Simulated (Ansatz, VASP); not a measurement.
# Ga2PN: VASP beside Ansatz

Contents of INCAR:

```
SYSTEM = Ga2PN
ALGO = Normal
EDIFF = 1E-6
ENCUT = 600
GGA = PE
GGA_COMPAT = .False.
ISIF = 2
ISMEAR = -1
LASPH = .True.
LCHARG = .True.
LELF = .True.
LREAL = .False.
LVHAR = .True.
LWAVE = .False.
NBANDS = 26
NELM = 120
PREC = Accurate
SIGMA = 0.02
```

KPOINTS

```
k-points
0
Gamma
  3 3 3
  0 0 0
```

The input POSCAR:

```
Ga2PN
1.0
    3.3520943031      0.0000000000      0.0000000000
    0.0000000000      3.3520943031      0.0000000000
    0.0000000000      0.0000000000      4.7326784216
N Ga P
1 2 1
Direct
    0.0000000000      0.0000000000      0.0000000000
    0.0000000000      0.0000000000      0.5000000000
    0.5000000000      0.5000000000      0.0000000000
    0.5000000000      0.5000000000      0.5000000000
```

Input for Ansatz:

```yaml
crystal:
  lattice:
    - [3.3520943031, 0.0, 0.0]
    - [0.0, 3.3520943031, 0.0]
    - [0.0, 0.0, 4.7326784216]
  atoms:
    - { symbol: "N", position: [0.0, 0.0, 0.0] }
    - { symbol: Ga, position: [0.0, 0.0, 0.5] }
    - { symbol: P, position: [0.5, 0.5, 0.5] }
    - { symbol: Ga, position: [0.5, 0.5, 0.0] }
kpoints:
  mp_grid: { grid: [3, 3, 3] }
hamiltonian:
  xc: pbe
scf:
  occupations: { method: fermi_dirac, width: 0.02 }
  n_extra_bands: 5
output:
  forces: true
  stress: true
  eigenvalues: true
```

Alike in both runs: task single point; functional PBE; k mesh 3 × 3 × 3; occupations fermi-dirac, width 0.02 eV; no spin polarisation.

```csv
,VASP,Ansatz
version,VASP 6.6.1,Ansatz 0.2.0
potentials or method,"VASP PAW PBE potentials, release 64 (N, Ga_d, P)",plane waves
plane-wave cutoff (eV),600,420
valence electrons in the cell,36,36
```

```csv
,VASP,Ansatz,Ansatz less VASP
pressure (GPa),6.0,6.0,-0.02
```

The k mesh is coarse, so the values compare programs but aren't converged.
